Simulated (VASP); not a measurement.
# TiPd3 (Pm-3m) in VASP: a series of runs

TiPd3 is run at these levels: LDA; tasks: electric field gradients.

Everything below comes from runs of VASP 6.6.1. Logs are shortened: lines on timing, memory, paths and dates and some standing lists are left out, and cuts for length are marked.

**1. The cell of the first run**

Symmetry: Pm-3m, No. 221, cubic system. The conventional cell has a = 3.820 Å, b = 3.820 Å, c = 3.820 Å, α = 90.00°, β = 90.00°, γ = 90.00°. Ti (site symmetry m-3m) has 12 Pd at 2.70 Å within 3.6 Å. Within 3.6 Å of Pd (site symmetry 4/mmm) lie 4 Ti at 2.70 Å and 8 Pd at 2.70 Å.

**2. Electric field gradients, LDA**

File INCAR:

```
SYSTEM = TiPd3
PREC     = Accurate       ! precision mode
ENCUT    = 520            ! plane-wave cutoff, eV
EDIFF    = 1E-8           ! SCF threshold, eV
ISMEAR   = -1             ! smearing method
SIGMA    = 0.05           ! smearing width, eV
LREAL    = .FALSE.        ! projectors in reciprocal space
LASPH    = .TRUE.         ! aspherical terms in the spheres
NELM     = 60             ! most SCF steps
ALGO     = Normal         ! electronic algorithm
ISIF     = 2              ! what is computed and relaxed
LWAVE    = .FALSE.        ! write WAVECAR
LCHARG   = .FALSE.        ! write CHGCAR
LEFG     = .TRUE.       
NBANDS   = 29             ! bands
```

File KPOINTS:

```
Automatic mesh
0
G
  11 11 11
  0 0 0
```

File POSCAR:

```
TiPd3
1.0
    3.8200000000      0.0000000000      0.0000000000
    0.0000000000      3.8200000000      0.0000000000
    0.0000000000      0.0000000000      3.8200000000
Ti Pd
1 3
Direct
    0.0000000000      0.0000000000      0.0000000000
    0.0000000000      0.5000000000      0.5000000000
    0.5000000000      0.0000000000      0.5000000000
    0.5000000000      0.5000000000      0.0000000000
```

Potentials or basis: VASP PAW LDA potentials, release 64 (Ti_sv, Pd).

On the command line:

```sh
cat potpaw_LDA.64/Ti_sv/POTCAR potpaw_LDA.64/Pd/POTCAR > POTCAR
mpirun -np 1 vasp_std > vasp.out
```

OUTCAR:

```text
SYSTEM = TiPd3
   PREC = Accurate
   ENCUT = 520
   EDIFF = 1E-8
   ISMEAR = -1
   LREAL = .FALSE.
   LASPH = .TRUE.
   NELM = 60
   ISIF = 2

 ion  position               nearest neighbor table
   1  0.000  0.000  0.000-   2 2.70   3 2.70   4 2.70   2 2.70   3 2.70   2 2.70   4 2.70   2 2.70
                             3 2.70   4 2.70   3 2.70   4 2.70
   2  0.000  0.500  0.500-   1 2.70   3 2.70   4 2.70   1 2.70   4 2.70   1 2.70   3 2.70   1 2.70
                             3 2.70   4 2.70   4 2.70   3 2.70
   3  0.500  0.000  0.500-   1 2.70   2 2.70   4 2.70   1 2.70   4 2.70   2 2.70   4 2.70   4 2.70
                             1 2.70   2 2.70   1 2.70   2 2.70
   4  0.500  0.500  0.000-   1 2.70   2 2.70   3 2.70   2 2.70   3 2.70   1 2.70   3 2.70   3 2.70
                             1 2.70   2 2.70   2 2.70   1 2.70

  LATTYP: Found a simple cubic cell.
 ALAT       =     3.8200000000

  Lattice vectors:

 A1 = (   3.8200000000,   0.0000000000,   0.0000000000)
 A2 = (   0.0000000000,   3.8200000000,   0.0000000000)
 A3 = (   0.0000000000,   0.0000000000,   3.8200000000)

Analysis of symmetry for initial positions (statically):
=====================================================================
 Subroutine PRICEL returns:
 Original cell was already a primitive cell.

 Routine SETGRP: Setting up the symmetry group for a
 simple cubic supercell.

 Subroutine GETGRP returns: Found 48 space group operations
 (whereof 48 operations were pure point group operations)
 out of a pool of 48 trial point group operations.

The static configuration has the point symmetry O_h .

Analysis of symmetry for dynamics (positions and initial velocities):
=====================================================================
 Subroutine PRICEL returns:
 Original cell was already a primitive cell.

 Routine SETGRP: Setting up the symmetry group for a
 simple cubic supercell.

 Subroutine GETGRP returns: Found 48 space group operations
 (whereof 48 operations were pure point group operations)
 out of a pool of 48 trial point group operations.

The dynamic configuration has the point symmetry O_h .

 Subroutine INISYM returns: Found 48 space group operations
 (whereof 48 operations are pure point group operations),
 and found     1 'primitive' translations

----------------------------------------------------------------------------------------

                                     Primitive cell

  volume of cell :      55.7430

  direct lattice vectors                    reciprocal lattice vectors
     3.820000000  0.000000000  0.000000000     0.261780105  0.000000000  0.000000000
     0.000000000  3.820000000  0.000000000     0.000000000  0.261780105  0.000000000
     0.000000000  0.000000000  3.820000000     0.000000000  0.000000000  0.261780105

  length of vectors
     3.820000000  3.820000000  3.820000000     0.261780105  0.261780105  0.261780105

  position of ions in fractional coordinates (direct lattice)
     0.000000000  0.000000000  0.000000000
     0.000000000  0.500000000  0.500000000
     0.500000000  0.000000000  0.500000000
     0.500000000  0.500000000  0.000000000

  ion indices of the primitive-cell ions
   primitive index   ion index
                 1           1
                 2           2
                 3           3
                 4           4

----------------------------------------------------------------------------------------

 KPOINTS: Automatic mesh

Automatic generation of k-mesh.
 Grid dimensions read from file:
 generate k-points for:   11   11   11

 Generating k-lattice:

  Cartesian coordinates                     Fractional coordinates (reciprocal lattice)
     0.023798191  0.000000000  0.000000000     0.090909091  0.000000000  0.000000000
     0.000000000  0.023798191  0.000000000     0.000000000  0.090909091  0.000000000
[... 39 lines left out ...]
 [... further k-points ...]
   k-points           NKPTS =     56   k-points in BZ     NKDIM =     56   number of bands    NBANDS=     29
   number of dos      NEDOS =    301   number of ions     NIONS =      4
   total plane-waves  NPLWV =  21952
   dimension x,y,z NGX =    28 NGY =   28 NGZ =   28
   dimension x,y,z NGXF=    56 NGYF=   56 NGZF=   56
   ions per type =               1   3
   NGX,Y,Z   is equivalent  to a cutoff of  12.19, 12.19, 12.19 a.u.
   NGXF,Y,Z  is equivalent  to a cutoff of  24.37, 24.37, 24.37 a.u.
 SYSTEM =  TiPd3
   PREC   = accura    normal or accurate (medium, high low for compatibility)
   ISTART =      0    job   : 0-new  1-cont  2-samecut
   ICHARG =      2    charge: 1-file 2-atom 10-const
   ISPIN  =      1    spin polarized calculation?
   LNONCOLLINEAR =      F non collinear calculations
   LSORBIT =      F    spin-orbit coupling
   LASPH  =      T    aspherical Exc in radial PAW
   ENCUT  =  520.0 eV  38.22 Ry    6.18 a.u.   7.10  7.10  7.10*2*pi/ulx,y,z
   NELM   =     60;   NELMIN=  2; NELMDL= -5     # of ELM steps
   EDIFF  = 0.1E-07   stopping-criterion for ELM
   LREAL  =      F    real-space projection
   EDIFFG = 0.1E-06   stopping-criterion for IOM
   NSW    =      0    number of steps for IOM
   IBRION =     -1    ionic relax: 0-MD 1-quasi-New 2-CG
   NFREE  =      0    steps in history (QN), initial steepest desc. (CG)
   ISIF   =      2    stress and relaxation
   ISYM   =      2    0-nonsym 1-usesym 2-fastsym
   POTIM  = 0.5000    time-step for ionic-motion
   TEBEG  =    0.0;   TEEND  =   0.0 temperature during run
   PSTRESS=    0.0 pullay stress
   NELECT =      42.0000    total number of electrons
   NUPDOWN=      -1.0000    fix difference up-down
   EMIN   =  10.00;   EMAX   =-10.00  energy-range for DOS
   EFERMI =   0.00;   METHOD = LEGACY
   ISMEAR =    -1;   SIGMA  =   0.05  broadening in eV -4-tet -1-fermi 0-gaus
   EFERMI_NEDOS =   21; number of points for ismear=-14 and -15
   IALGO  =     38    algorithm
   IMIX   =      4    mixing-type and parameters
     AMIX     =   0.40;   BMIX     =  1.00
     AMIX_MAG =   1.60;   BMIX_MAG =  1.00
  volume/ion in A,a.u.               =      13.94        94.04
  Fermi-wavevector in a.u.,A,eV,Ry     =   1.489685  2.815097 30.193541  2.219163
  Thomas-Fermi vector in A             =   2.602563
   LORBIT       =      0    0 simple, 1 ext, 2 COOP (PROOUT), +10 PAW based schemes
   GGA     = CA    functional components
   LHFCALC =     F    Hartree Fock is set to
   AEXX    =    0.0000 exact exchange contribution
   IVDW    =     0    specifies the selected vdW correction
   LEPSILON=     F    determine dielectric tensor
   LRPA    =     F    only Hartree local field effects (RPA)
 non-spin polarized calculation
  energy-cutoff  :      520.00
  volume of cell :       55.74
 maximum number of plane-waves:      1516
   NGX = 15   NGY = 15   NGZ = 15

 number of electron      42.0000031 magnetization

 Free energy of the ion-electron system (eV)
  ---------------------------------------------------
  ext. energy  EPLUGINS =         0.00000000
  ---------------------------------------------------
  free energy    TOTEN  =       -30.80984134 eV

  energy without entropy =      -30.79806057  energy(sigma->0) =      -30.80395095

 E-fermi :  11.5803     XC(G=0): -13.6347

 val. band max:       11.5666255684   @ k =   0.4545   0.0909   0.0000
 cond. band min:      11.6220704111   @ k =   0.1818   0.0909   0.0909
 fundamental gap:      0.0554448427
 Fermi energy:        11.5802956087

 k-point     1 :       0.0000    0.0000    0.0000
  band No.  band energies     occupation
      1     -45.8519      2.00000
      2     -22.4589      2.00000
      3     -22.4589      2.00000
      4     -22.4589      2.00000
      5       3.2116      2.00000
      6       4.8493      2.00000
[... 757 lines left out ...]
     28      16.7604      0.00000
     29      21.1416      0.00000

 [... further k-points ...]
[... 5 lines left out ...]
  --------------------------------------------------------------------------------------
  -------------------------------------------------------------------------------------
  Total        0.9530225      0.9530225      0.9530225      0.0000000      0.0000000     -0.0000000
  in kB       27.3919942     27.3919942     27.3919942      0.0000000      0.0000000     -0.0000000
  external PRESSURE =      27.3919942 kB  Pullay stress =       0.0000000 kB

 VOLUME and BASIS-vectors are now :
 -----------------------------------------------------------------------------
  energy-cutoff  :      520.00
  volume of cell :       55.74
      direct lattice vectors                 reciprocal lattice vectors
     3.820000000  0.000000000  0.000000000     0.261780105  0.000000000  0.000000000
     0.000000000  3.820000000  0.000000000     0.000000000  0.261780105  0.000000000
     0.000000000  0.000000000  3.820000000     0.000000000  0.000000000  0.261780105

 POSITION                                       TOTAL-FORCE (eV/Angst)
 -----------------------------------------------------------------------------------
      0.00000      0.00000      0.00000         0.000000      0.000000      0.000000
      0.00000      1.91000      1.91000         0.000000      0.000000      0.000000
      1.91000      0.00000      1.91000         0.000000      0.000000      0.000000
      1.91000      1.91000      0.00000         0.000000      0.000000      0.000000
 -----------------------------------------------------------------------------------
    total drift:                                0.000000      0.000000      0.000000

  FREE ENERGIE OF THE ION-ELECTRON SYSTEM (eV)
  ---------------------------------------------------
  free  energy   TOTEN  =       -30.8098413362 eV

  energy  without entropy=      -30.7980605738  energy(sigma->0) =      -30.80395095

 Electric field gradients (V/A^2)
---------------------------------------------------------------------
 ion       V_xx      V_yy      V_zz      V_xy      V_xz      V_yz
---------------------------------------------------------------------
   1      -0.000     0.000     0.000    -0.000    -0.000     0.000
   2     -62.673    31.337    31.337    -0.000    -0.000     0.000
   3      31.337   -62.673    31.337     0.000    -0.000     0.000
   4      31.337    31.337   -62.673    -0.000     0.000     0.000
---------------------------------------------------------------------

 Electric field gradients after diagonalization (V/A^2)
 (convention: |V_zz| > |V_xx| > |V_yy|)
----------------------------------------------------------------------
 ion       V_xx      V_yy      V_zz     asymmetry (V_yy - V_xx)/ V_zz
----------------------------------------------------------------------
   1       0.000    -0.000     0.000      -0.392
   2      31.337    31.337   -62.673       0.000
   3      31.337    31.337   -62.673       0.000
   4      31.337    31.337   -62.673       0.000
----------------------------------------------------------------------

           NMR quadrupolar parameters

 Cq : quadrupolar parameter    Cq=e*Q*V_zz/h
 eta: asymmetry parameters     (V_yy - V_xx)/ V_zz
 Q  : nuclear electric quadrupole moment in mb (millibarn)
----------------------------------------------------------------------
 ion       Cq(MHz)       eta       Q (mb)
----------------------------------------------------------------------
   1       0.000      -0.392       1.000
   2      -0.152       0.000       1.000
   3      -0.152       0.000       1.000
   4      -0.152       0.000       1.000
----------------------------------------------------------------------
```

Run time: 1.9 min. Hardware: 1 thread of Intel Xeon 8259CL, shared host; peak memory 0.2 GiB.

Results:

| Quantity | Value |
| --- | --- |
| Free energy | -30.8098 eV |
| Pressure | 2.7 GPa |
| Band gap on the k mesh | zero (bands 21 and 22 overlap by 1.34 eV) |
| Largest electric field gradient by atom | Ti +0.0; Pd -62.7 V/Å² |

Levels at points of the mesh, in eV from the Fermi level:
| k point | band 19 | band 20 | band 21 | band 22 | band 23 | band 24 |
| --- | --- | --- | --- | --- | --- | --- |
| (0.00, 0.00, 0.00) | -0.60 | -0.60 | 1.20 | 1.20 | 1.89 | 1.89 |

Electric field gradients, principal values (V/Å²):
```
atom   least  middle  greatest (by size)
1 Ti   0.000   0.000               0.000
2 Pd  31.337  31.337             -62.673
3 Pd  31.337  31.337             -62.673
4 Pd  31.337  31.337             -62.673
```

Caveat: without QUAD_EFG the Cq values of the log hold for a quadrupole moment of 1 mb, not for the nuclei.

**3. Electric field gradients, LDA (13.10 Å³/atom)**

This run uses another cell than the first one, of 13.10 Å³/atom.

File INCAR:

```
SYSTEM = TiPd3
PREC     = Accurate       ! precision mode
ENCUT    = 520            ! plane-wave cutoff, eV
EDIFF    = 1E-8           ! SCF threshold, eV
ISMEAR   = -1             ! smearing method
SIGMA    = 0.05           ! smearing width, eV
LREAL    = .False.        ! projectors in reciprocal space
LASPH    = .True.         ! aspherical terms in the spheres
NELM     = 80             ! most SCF steps
ALGO     = Normal         ! electronic algorithm
ISIF     = 2              ! what is computed and relaxed
LWAVE    = .False.        ! write WAVECAR
LCHARG   = .False.        ! write CHGCAR
LEFG     = .True.       
NBANDS   = 29             ! bands
```

File KPOINTS:

```
Automatic mesh
0
Gamma
  11 11 11
  0 0 0
```

File POSCAR:

```
TiPd3
1.0
    3.7420189353      0.0000000000      0.0000000000
    0.0000000000      3.7420189353      0.0000000000
    0.0000000000      0.0000000000      3.7420189353
Ti Pd
1 3
Direct
    0.0000000000      0.0000000000      0.0000000000
    0.0000000000      0.5000000000      0.5000000000
    0.5000000000      0.0000000000      0.5000000000
    0.5000000000      0.5000000000      0.0000000000
```

Potentials or basis: VASP PAW LDA potentials, release 64 (Ti_sv, Pd).

On the command line:

```sh
cat potpaw_LDA.64/Ti_sv/POTCAR potpaw_LDA.64/Pd/POTCAR > POTCAR
mpirun -np 1 vasp_std > vasp.out
```

OUTCAR:

```text
SYSTEM = TiPd3
   PREC = Accurate
   ENCUT = 520
   EDIFF = 1E-8
   ISMEAR = -1
   LREAL = .False.
   LASPH = .True.
   NELM = 80
   ISIF = 2

 ion  position               nearest neighbor table
   1  0.000  0.000  0.000-   2 2.65   3 2.65   4 2.65   2 2.65   3 2.65   2 2.65   4 2.65   2 2.65
                             3 2.65   4 2.65   3 2.65   4 2.65
   2  0.000  0.500  0.500-   1 2.65   3 2.65   4 2.65   1 2.65   4 2.65   1 2.65   3 2.65   1 2.65
                             3 2.65   4 2.65   4 2.65   3 2.65
   3  0.500  0.000  0.500-   1 2.65   2 2.65   4 2.65   1 2.65   4 2.65   2 2.65   4 2.65   4 2.65
                             1 2.65   2 2.65   1 2.65   2 2.65
   4  0.500  0.500  0.000-   1 2.65   2 2.65   3 2.65   2 2.65   3 2.65   1 2.65   3 2.65   3 2.65
                             1 2.65   2 2.65   2 2.65   1 2.65

  LATTYP: Found a simple cubic cell.
 ALAT       =     3.7420189353

  Lattice vectors:

 A1 = (   3.7420189353,   0.0000000000,   0.0000000000)
 A2 = (   0.0000000000,   3.7420189353,   0.0000000000)
 A3 = (   0.0000000000,   0.0000000000,   3.7420189353)

Analysis of symmetry for initial positions (statically):
=====================================================================
 Subroutine PRICEL returns:
 Original cell was already a primitive cell.

 Routine SETGRP: Setting up the symmetry group for a
 simple cubic supercell.

 Subroutine GETGRP returns: Found 48 space group operations
 (whereof 48 operations were pure point group operations)
 out of a pool of 48 trial point group operations.

The static configuration has the point symmetry O_h .

Analysis of symmetry for dynamics (positions and initial velocities):
=====================================================================
 Subroutine PRICEL returns:
[... 942 lines left out ...]
  --------------------------------------------------------------------------------------
  -------------------------------------------------------------------------------------
  Total        6.5382946      6.5382946      6.5382946      0.0000000      0.0000000     -0.0000000
  in kB      199.9204064    199.9204064    199.9204064      0.0000000      0.0000000     -0.0000000
  external PRESSURE =     199.9204064 kB  Pullay stress =       0.0000000 kB

 VOLUME and BASIS-vectors are now :
 -----------------------------------------------------------------------------
  energy-cutoff  :      520.00
  volume of cell :       52.40
      direct lattice vectors                 reciprocal lattice vectors
     3.742018935  0.000000000  0.000000000     0.267235420  0.000000000  0.000000000
     0.000000000  3.742018935  0.000000000     0.000000000  0.267235420  0.000000000
     0.000000000  0.000000000  3.742018935     0.000000000  0.000000000  0.267235420

 POSITION                                       TOTAL-FORCE (eV/Angst)
 -----------------------------------------------------------------------------------
      0.00000      0.00000      0.00000         0.000000      0.000000      0.000000
      0.00000      1.87101      1.87101         0.000000      0.000000      0.000000
      1.87101      0.00000      1.87101         0.000000      0.000000      0.000000
      1.87101      1.87101      0.00000         0.000000      0.000000      0.000000
 -----------------------------------------------------------------------------------
    total drift:                                0.000000      0.000000      0.000000

  FREE ENERGIE OF THE ION-ELECTRON SYSTEM (eV)
  ---------------------------------------------------
  free  energy   TOTEN  =       -30.5810404839 eV

  energy  without entropy=      -30.5705319776  energy(sigma->0) =      -30.57578623

 Electric field gradients (V/A^2)
---------------------------------------------------------------------
 ion       V_xx      V_yy      V_zz      V_xy      V_xz      V_yz
---------------------------------------------------------------------
   1       0.000     0.000    -0.000    -0.000    -0.000     0.000
   2     -68.320    34.160    34.160     0.000    -0.000    -0.000
   3      34.160   -68.320    34.160    -0.000    -0.000     0.000
   4      34.160    34.160   -68.320    -0.000    -0.000     0.000
---------------------------------------------------------------------

 Electric field gradients after diagonalization (V/A^2)
 (convention: |V_zz| > |V_xx| > |V_yy|)
----------------------------------------------------------------------
 ion       V_xx      V_yy      V_zz     asymmetry (V_yy - V_xx)/ V_zz
----------------------------------------------------------------------
   1       0.000     0.000    -0.000       0.231
   2      34.160    34.160   -68.320       0.000
   3      34.160    34.160   -68.320       0.000
   4      34.160    34.160   -68.320       0.000
----------------------------------------------------------------------

           NMR quadrupolar parameters

 Cq : quadrupolar parameter    Cq=e*Q*V_zz/h
 eta: asymmetry parameters     (V_yy - V_xx)/ V_zz
 Q  : nuclear electric quadrupole moment in mb (millibarn)
----------------------------------------------------------------------
 ion       Cq(MHz)       eta       Q (mb)
----------------------------------------------------------------------
   1      -0.000       0.231       1.000
   2      -0.165       0.000       1.000
   3      -0.165       0.000       1.000
   4      -0.165       0.000       1.000
----------------------------------------------------------------------
```

Wall time 44 s (1 thread of AMD EPYC 9R45 (Zen 5), shared host); peak memory 0.16 GiB.

Results:

| Property | Result |
| --- | --- |
| Free energy | -30.5810 eV |
| Pressure | 20.0 GPa |
| Band gap on the k mesh | zero (bands 21 and 22 overlap by 1.49 eV) |
| Largest electric field gradient by atom | Ti +0.0; Pd -68.3 V/Å² |

Electric field gradients, principal values (V/Å²):
```csv
atom,least,middle,greatest (by size)
1 Ti,0.000,0.000,0.000
2 Pd,34.160,34.160,-68.320
3 Pd,34.160,34.160,-68.320
4 Pd,34.160,34.160,-68.320
```

Caveat: the cell stands under pressure; without QUAD_EFG the Cq values of the log hold for a quadrupole moment of 1 mb, not for the nuclei.

The gap in the log of VASP goes by the Fermi energy; the results here count the filled bands.